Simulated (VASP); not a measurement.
A run of VASP 6.6.1 is set up as follows.

Contents of INCAR:

```
PREC = Accurate
ENCUT = 500
EDIFF = 1E-6
ISMEAR = -1
SIGMA = 0.1
LREAL = False
LASPH = True
NELM = 120
ALGO = Normal
ISIF = 2
LWAVE = False
LCHARG = False
GGA = PE
NBANDS = 17
GGA_COMPAT = False
```

File KPOINTS:

```
Automatic mesh
0
Gamma
  7 7 7
```

File POSCAR:

```
TePb
1.0
    0.0000000000      3.2228140000      3.2228140000
    3.2228140000      0.0000000000      3.2228140000
    3.2228140000      3.2228140000      0.0000000000
Pb Te
1 1
Direct
    0.0000000000      0.0000000000      0.0000000000
    0.5000000000      0.5000000000      0.5000000000
```

Potentials or basis: VASP PAW PBE potentials, release 64 (Pb_d, Te).

Launch:

```console
$ cat potpaw_PBE.64/Pb_d/POTCAR potpaw_PBE.64/Te/POTCAR > POTCAR
$ mpirun -np 1 vasp_std > vasp.out
```

(1) What does it give for the pressure?

Answers

(1) 2.4 GPa.
